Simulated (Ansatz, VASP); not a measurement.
**One calculation of SiC3, two programs**

Contents of INCAR:

```
SYSTEM = SiC3
PREC = Accurate
ENCUT = 520
EDIFF = 1E-6
ISMEAR = 0
SIGMA = 0.01
LREAL = .False.
LASPH = .True.
NELM = 80
ALGO = Normal
ISIF = 2
LWAVE = .False.
LCHARG = .False.
NBANDS = 16
```

KPOINTS

```
regular mesh
0
Gamma
  8 8 8
  0 0 0
```

POSCAR

```
SiC3
1.0
    1.4154339595      0.8172011775      4.6700734293
   -1.4154339595      0.8172011775      4.6700734293
    0.0000000000     -1.6344023551      4.6700734293
C Si
3 1
Direct
    1.0082378924      0.0082378924      0.0082378924
    0.4889604674      0.4889604674      0.4889604674
    0.3791724033      0.3791724033      0.3791724033
    0.8736292368      0.8736292368      0.8736292368
```

Input for Ansatz:

```yaml
crystal:
  lattice:
    - [1.4154339595, 0.8172011775, 4.6700734293]
    - [-1.4154339595, 0.8172011775, 4.6700734293]
    - [0.0, -1.6344023551, 4.6700734293]
  atoms:
    - { symbol: C, position: [1.0082378924, 0.0082378924, 0.0082378924] }
    - { symbol: C, position: [0.4889604674, 0.4889604674, 0.4889604674] }
    - { symbol: C, position: [0.3791724033, 0.3791724033, 0.3791724033] }
    - { symbol: Si, position: [0.8736292368, 0.8736292368, 0.8736292368] }
kpoints:
  mp_grid: { grid: [8, 8, 8] }
hamiltonian:
  xc: lda
scf:
  occupations: { method: fixed }
  n_extra_bands: 5
output:
  forces: true
  stress: true
  eigenvalues: true
```

Alike in both runs: task single point; functional LDA; k mesh 8 × 8 × 8; no spin polarisation.

```csv
,VASP,Ansatz
version,VASP 6.6.1,Ansatz 0.2.0
potentials or method,"VASP PAW LDA potentials, release 64 (C, Si)",plane waves
plane-wave cutoff (eV),520,420
occupations,"gaussian, width 0.01 eV",fixed
valence electrons in the cell,16,16
```

```csv
,VASP,Ansatz,Ansatz less VASP
gap on the k mesh at the Fermi level (eV),1.53,1.54,+0.016
pressure (GPa),-6.4,-7.1,-0.61
"traceless stress, the component that is largest in VASP (GPa)",0.31,0.33,+0.016
rms of the force components (eV/Å),0.150,0.158,+0.0078
```

LDA's correlation is that of Perdew and Zunger in VASP and of Perdew and Wang (1992) in Ansatz. Atom by atom the forces differ by 0.014 eV/Å (rms over components).
